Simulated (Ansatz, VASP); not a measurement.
This is a calculation of KBr for Ansatz 0.2.0.

input.yaml

```yaml
crystal:
  lattice:
    - [0.0, 3.3, 3.3]
    - [3.3, 0.0, 3.3]
    - [3.3, 3.3, 0.0]
  atoms:
    - { symbol: Br, position: [0.5, 0.5, 0.5] }
    - { symbol: K, position: [0.0, 0.0, 0.0] }
kpoints:
  mp_grid: { grid: [4, 4, 4] }
scf:
  occupations: { method: fermi_dirac, width: 0.06 }
hamiltonian:
  xc: pbe
  pseudopotentials: { kind: all_electron, lapw: { basis_error: 0.004 } }
output:
  forces: true
  stress: true
  eigenvalues: true
```

Potentials or basis: all-electron LAPW, scalar-relativistic.

Command:

```sh
$ ansatz run input.yaml --threads 1 --pin off --max-ram 3072MiB --backend cpu --events-out ev --progress --plain --runs-dir out
```

Question: Translate it to VASP 6.6.1. Potentials there: VASP PAW PBE potentials, release 64 (Br, K_sv).

Answer: As run (the cutoff follows the program's own potentials):

The input INCAR:

```
  PREC = Accurate
  ENCUT = 520
  EDIFF = 1E-7
  ISMEAR = -1
  SIGMA = 0.06
  LREAL = False
  LASPH = True
  NELM = 100
  ALGO = Normal
  ISIF = 2
  LWAVE = False
  LCHARG = True
  GGA = PE
  LELF = True
  LVHAR = True
  NBANDS = 15
```

KPOINTS

```
Automatic mesh
0
Gamma
  4 4 4
```

Contents of POSCAR:

```
KBr
1.0
    0.0000000000      3.3000000000      3.3000000000
    3.3000000000      0.0000000000      3.3000000000
    3.3000000000      3.3000000000      0.0000000000
Br K
1 1
Direct
    0.5000000000      0.5000000000      0.5000000000
    0.0000000000      0.0000000000      0.0000000000
```

Potentials or basis: VASP PAW PBE potentials, release 64 (Br, K_sv).

Run with:

```sh
$ cat potpaw_PBE.64/Br/POTCAR potpaw_PBE.64/K_sv/POTCAR > POTCAR
$ mpirun -np 1 vasp_std > vasp.out
```

Both were run:

|  | VASP | Ansatz | Ansatz less VASP |
| --- | --- | --- | --- |
| gap on the k mesh at the Fermi level (eV) | 4.43 | 4.43 | +0.001 |
| least direct gap on the mesh (eV) | 4.43 | 4.43 | +0.001 |
| pressure (GPa) | 0.8 | 0.7 | -0.04 |

Ansatz ran all-electron here, and VASP with PAW potentials.
